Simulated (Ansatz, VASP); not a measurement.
**Two plane-wave programs on Al**

The input POSCAR:

```
Al
1.0
    2.9333614049      0.0000000000      0.0000000000
   -1.4666807025      2.5403654951      0.0000000000
    0.0000000000      0.0000000000     29.5774809653
Al
4
Direct
    0.3333333333      0.6666666667      0.5709065831
    0.0000000000      0.0000000000      0.6481844192
    0.6666666667      0.3333333333      0.7251574546
    0.3333333333      0.6666666667      0.8020308968
```

The input INCAR.step1:

```
SYSTEM = Al
PREC = Accurate
ENCUT = 440
ISMEAR = 1
SIGMA = 0.1
LREAL = .FALSE.
LASPH = .TRUE.
NELM = 120
LDIPOL = .TRUE.
IDIPOL = 3
DIPOL = 0.5 0.5 0.687
NBANDS = 14
GGA = PE
ALGO = Normal
EDIFF = 1E-5
LWAVE = .TRUE.
LCHARG = .FALSE.
GGA_COMPAT = .FALSE.
NELMDL = -8
```

The input INCAR.step2:

```
SYSTEM = Al
PREC = Accurate
ENCUT = 440
EDIFF = 1E-6
ISMEAR = 1
SIGMA = 0.1
LREAL = .FALSE.
LASPH = .TRUE.
NELM = 120
ALGO = Normal
ISIF = 2
LWAVE = .FALSE.
LCHARG = .FALSE.
LDIPOL = .TRUE.
IDIPOL = 3
DIPOL = 0.5 0.5 0.687
METAGGA = R2SCAN
LMIXTAU = .TRUE.
LUSE_VDW = .TRUE.
IVDW_NL = 2
BPARAM = 11.95
CPARAM = 0.0093
NBANDS = 14
ISTART = 1
GGA_COMPAT = .FALSE.
```

File KPOINTS:

```
Automatic mesh
0
G
  15 15 1
  0 0 0
```

Input for Ansatz:

```yaml
crystal:
  lattice:
    - [2.9333614049, 0.0, 0.0]
    - [-1.4666807025, 2.5403654951, 0.0]
    - [0.0, 0.0, 29.5774809653]
  atoms:
    - { symbol: Al, position: [0.3333333333, 0.6666666667, 0.5709065831] }
    - { symbol: Al, position: [0.0, 0.0, 0.6481844192] }
    - { symbol: Al, position: [0.6666666667, 0.3333333333, 0.7251574546] }
    - { symbol: Al, position: [0.3333333333, 0.6666666667, 0.8020308968] }
basis:
  ecutwfc: 500
kpoints:
  mp_grid: { grid: [15, 15, 1] }
hamiltonian:
  xc: r2scan
  dispersion: rvv10
  pseudopotentials: { kind: paw, azcp: { folder: soft_1 } }
scf:
  occupations: { method: methfessel_paxton, width: 0.1 }
  n_extra_bands: 7
  max_iter: 160
output:
  forces: true
  eigenvalues: true
  write_density: true
  write_potential: true
  elf: true
  volumetric_format: npy
efield:
  axis: 3
  dipole_correction: true
```

Alike in both runs: task single point; functional r2SCAN; dispersion rVV10; k mesh 15 × 15 × 1; occupations methfessel-paxton of order 1, width 0.1 eV; no spin polarisation.

|  | VASP | Ansatz |
| --- | --- | --- |
| version | VASP 6.6.1 | Ansatz 0.2.0 |
| potentials or method | VASP PAW PBE potentials, release 64 (Al), cutoff 440 eV | scalar-relativistic, plane waves, PAW |
| valence electrons in the cell | 12 | 12 |

```csv
,VASP,Ansatz,Ansatz less VASP
gap on the k mesh at the Fermi level (eV),none,none,-
rms of the force components (eV/Å),0.082,0.080,-0.0017
```

VASP's potentials were made for PBE, not for r2SCAN. Atom by atom the forces differ by 0.002 eV/Å (rms over components). A gap of «none» marks a metal or a gap that the smearing closes. Ansatz's warnings: xc potential rough in thin density.
